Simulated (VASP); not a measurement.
# TiSiTe4 (P6mm) in VASP: a series of runs, part 2 of 2

VASP 6.6.1. Earlier steps stand in the parts before.

## 3. Single point, PBE

This run uses another cell than the first one, of 30.20 Å³/atom, 0.755 times its volume.

The input, INCAR:

```
ALGO = Normal
EDIFF = 1E-6
ENCUT = 520
GGA = PE
ISIF = 2
ISMEAR = 0
LASPH = True
LCHARG = False
LREAL = False
LWAVE = False
NBANDS = 29
NELM = 80
PREC = Accurate
SIGMA = 0.1
```

The input, KPOINTS:

```
k-points
0
Gamma
  6 6 2
```

The input, POSCAR:

```
TiSiTe4
1.0
    4.8830276400      0.0000000000      0.0000000000
   -2.4415138200      4.2288259800      0.0000000000
    0.0000000000      0.0000000000      8.7753948600
Ti Si Te
1 1 4
Direct
    0.0000000000      0.0000000000      0.1364986500
    0.0000000000      0.0000000000      0.4774769900
    0.5000000000      0.0000000000      0.3058045000
    0.0000000000      0.5000000000      0.3058045000
    0.5000000000      0.5000000000      0.3058045000
    0.0000000000      0.0000000000      0.7076204300
```

Potentials or basis: VASP PAW PBE potentials, release 64 (Ti_sv, Si, Te).

Run with:

```console
cat potpaw_PBE.64/Ti_sv/POTCAR potpaw_PBE.64/Si/POTCAR potpaw_PBE.64/Te/POTCAR > POTCAR
mpirun -np 1 vasp_std > vasp.out
```

Wall time 74 s (1 thread of Intel Xeon Platinum 8559C (Emerald Rapids), shared host); peak memory 0.32 GiB.

It converged, with:

* Free energy: -9.3630 eV
* Pressure: 42.2 GPa
* Largest force: 10.544 eV/Å
* Band gap on the k mesh: zero (band 20 reaches 6.88 eV, above the bottom of band 21 at 6.12 eV)

Forces on the atoms (eV/Å):
```
Ti   0.000  0.000  0.437
Si   0.000  0.000 -8.540
Te   0.000  0.000 -0.814
Te   0.000  0.000 -0.814
Te   0.000  0.000 -0.814
Te   0.000  0.000 10.544
```

Stress tensor (GPa, compression positive):
```
54.80  0.00  0.00
 0.00 54.80  0.00
 0.00  0.00 16.91
```

Levels at points of the mesh, in eV from the Fermi level:
| k point | band 16 | band 17 | band 18 | band 19 | band 20 | band 21 | band 22 | band 23 | band 24 | band 25 |
| --- | --- | --- | --- | --- | --- | --- | --- | --- | --- | --- |
| (0.00, 0.00, 0.00) | -2.50 | -2.34 | -2.34 | -0.60 | 0.49 | 0.49 | 1.22 | 1.24 | 1.24 | 1.81 |
| (0.50, 0.00, 0.00) | -2.63 | -2.30 | -2.09 | -1.56 | -1.04 | 0.01 | 0.58 | 0.91 | 1.13 | 1.40 |
| (0.00, 0.00, 0.50) | -2.49 | -2.34 | -2.34 | -0.17 | 0.27 | 0.27 | 0.45 | 1.58 | 1.58 | 1.81 |
| (0.50, 0.00, 0.50) | -2.48 | -2.25 | -2.07 | -1.48 | -1.09 | -0.27 | 0.18 | 0.91 | 0.95 | 1.39 |

Caveat: spin-orbit coupling is left out, which moves the levels of the heavy elements; forces of over 1 eV/Å act on the atoms, so gaps and moduli don't describe the material at rest.

## 4. Single point, PBE

This run uses another cell than the first one, of 40.33 Å³/atom, 1.009 times its volume.

The input, INCAR:

```
PREC = Accurate
ENCUT = 520
EDIFF = 1E-6
ISMEAR = 0
SIGMA = 0.1
LREAL = F
LASPH = T
NELM = 60
ALGO = Normal
ISIF = 2
LWAVE = F
LCHARG = F
GGA = PE
NBANDS = 29
```

The input, KPOINTS:

```
Automatic mesh
0
Gamma
  6 6 2
```

The input, POSCAR:

```
TiSiTe4
1.0
    6.1227632345      0.0000000000      0.0000000000
   -3.0613816173      5.3024685025      0.0000000000
    0.0000000000      0.0000000000      7.4526962986
Ti Si Te
1 1 4
Direct
    0.0000000000      0.0000000000      0.1596705591
    0.0000000000      0.0000000000      0.4813195029
    0.5000000000      0.0000000000      0.2668990922
    0.0000000000      0.5000000000      0.2668990922
    0.5000000000      0.5000000000      0.2668990922
    0.0000000000      0.0000000000      0.7973222313
```

Potentials or basis: VASP PAW PBE potentials, release 64 (Ti_sv, Si, Te).

Run with:

```console
cat potpaw_PBE.64/Ti_sv/POTCAR potpaw_PBE.64/Si/POTCAR potpaw_PBE.64/Te/POTCAR > POTCAR
mpirun -np 1 vasp_std > vasp.out
```

OUTCAR:

```text
PREC = Accurate
   ENCUT = 520
   EDIFF = 1E-6
   ISMEAR = 0
   LREAL = F
   LASPH = T
   NELM = 60
   ISIF = 2
   GGA = PE

 ion  position               nearest neighbor table
   1  0.000  0.000  0.160-   2 2.40   6 2.70   3 3.16   3 3.16   5 3.16   5 3.16   4 3.16   4 3.16

   2  0.000  0.000  0.481-   6 2.36   1 2.40
   3  0.500  0.000  0.267-   4 3.06   4 3.06   5 3.06   5 3.06   1 3.16   1 3.16
   4  0.000  0.500  0.267-   5 3.06   5 3.06   3 3.06   3 3.06   1 3.16   1 3.16
   5  0.500  0.500  0.267-   4 3.06   4 3.06   3 3.06   3 3.06   1 3.16   1 3.16
   6  0.000  0.000  0.797-   2 2.36   1 2.70

  LATTYP: Found a hexagonal cell.
[... 642 lines left out ...]
  Total       -0.0173659     -0.0173659      0.0935011      0.0000000      0.0000000      0.0000000
  in kB       -0.1149920     -0.1149920      0.6191393      0.0000000      0.0000000      0.0000000
  external PRESSURE =       0.1297184 kB  Pullay stress =       0.0000000 kB

 VOLUME and BASIS-vectors are now :
 -----------------------------------------------------------------------------
  energy-cutoff  :      520.00
  volume of cell :      241.96
      direct lattice vectors                 reciprocal lattice vectors
     6.122763234  0.000000000  0.000000000     0.163324950  0.094295704  0.000000000
    -3.061381617  5.302468503  0.000000000     0.000000000  0.188591408  0.000000000
     0.000000000  0.000000000  7.452696299     0.000000000  0.000000000  0.134179626

 POSITION                                       TOTAL-FORCE (eV/Angst)
 -----------------------------------------------------------------------------------
      0.00000      0.00000      1.18998        -0.000000     -0.000000     -0.019846
      0.00000      0.00000      3.58713         0.000000      0.000000     -0.012407
      3.06138      0.00000      1.98912        -0.000000     -0.000000      0.003138
     -1.53069      2.65123      1.98912         0.000000      0.000000      0.003138
      1.53069      2.65123      1.98912         0.000000      0.000000      0.003138
      0.00000      0.00000      5.94220        -0.000000      0.000000      0.022838
 -----------------------------------------------------------------------------------
    total drift:                               -0.000000     -0.000000     -0.000395

  FREE ENERGIE OF THE ION-ELECTRON SYSTEM (eV)
  ---------------------------------------------------
  free  energy   TOTEN  =       -24.0298137045 eV

  energy  without entropy=      -24.0227301290  energy(sigma->0) =      -24.02627192
```

Wall time 1.8 min (1 thread of Intel Xeon Platinum 8559C (Emerald Rapids), shared host); peak memory 0.39 GiB.

Results:

```yaml
Free_energy: -24.0298 eV
Pressure: 0.0 GPa
Largest_force: 0.023 eV/Å
Band_gap_on_the_k_mesh: zero (band 20 reaches 3.56 eV, above the bottom of band 21 at 2.82 eV)
```

Forces on the atoms (eV/Å):
```
Ti   0.000  0.000 -0.020
Si   0.000  0.000 -0.012
Te   0.000  0.000  0.003
Te   0.000  0.000  0.003
Te   0.000  0.000  0.003
Te   0.000  0.000  0.023
```

Caveat: the k points lie up to 0.42 Å⁻¹ apart; spin-orbit coupling is left out, which moves the levels of the heavy elements.

## 5. Summary

| cell | k mesh | gap on the mesh (eV) | pressure (GPa) | largest force (eV/Å) |
| --- | --- | --- | --- | --- |
| a = 6.114, b = 6.114, c = 7.408 Å, angles 90.0, 90.0, 120.0°, 6 atoms | 3 × 3 × 4 | none | 0.0 | 0.02 |
| a = 4.883, b = 4.883, c = 8.775 Å, angles 90.0, 90.0, 120.0°, 6 atoms | 6 × 6 × 2 | none | 42.2 | 10.54 |
| a = 6.123, b = 6.123, c = 7.453 Å, angles 90.0, 90.0, 120.0°, 6 atoms | 6 × 6 × 2 | none | 0.0 | 0.02 |

Alike in all rows: task single point; level PBE; potentials or basis VASP PAW PBE potentials, release 64 (Ti_sv, Si, Te); no spin polarisation; cutoff (eV) 520; smearing gaussian 0.1 eV.

Caveats: some runs use coarse meshes; spin-orbit coupling is left out, which moves the levels of the heavy elements; forces of over 1 eV/Å act on the atoms, so gaps and moduli don't describe the material at rest (some runs).

Absolute energies hang on the potentials; compare differences alone.
